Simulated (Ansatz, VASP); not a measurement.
# Two plane-wave programs on HfN

```xyz
2
Lattice="0.0000 2.2590 2.2590 2.2590 0.0000 2.2590 2.2590 2.2590 0.0000" Properties=species:S:1:pos:R:3 pbc="T T T"
Hf    0.0000    0.0000    0.0000
N     2.2590    2.0734    2.0734
```

Change from the starting cell: all N atoms moved +0.263 Å, as atom 2 towards its neighbour atom 2 (N) at 3.195 Å.

Alike in both runs: task single point; functional PBE; k mesh 18 × 18 × 18; occupations gaussian, width 0.15 eV; no spin polarisation.

|  | VASP | Ansatz |
| --- | --- | --- |
| version | VASP 6.6.1 | Ansatz 0.2.0 |
| potentials or method | VASP PAW PBE potentials, release 64 (Hf_pv, N), cutoff 520 eV | scalar-relativistic, plane waves, PAW |
| valence electrons in the cell | 15 | 31 |

```csv
,VASP,Ansatz,Ansatz less VASP
gap on the k mesh at the Fermi level (eV),none,none,-
pressure (GPa),12.2,14.3,+2.09
"traceless stress, the component that is largest in VASP (GPa)",-8.60,-8.61,-0.011
rms of the force components (eV/Å),1.785,1.776,-0.0094
```

Atom by atom the forces differ by 0.009 eV/Å (rms over components). A gap of «none» marks a metal or a gap that the smearing closes. With one functional, cell and mesh, what is left measures potentials, basis and numerics. VASP's potentials hold 15 valence electrons a cell and Ansatz's 31, so a difference there can come from the potentials and not from the codes.

Neither program's run includes spin-orbit coupling.
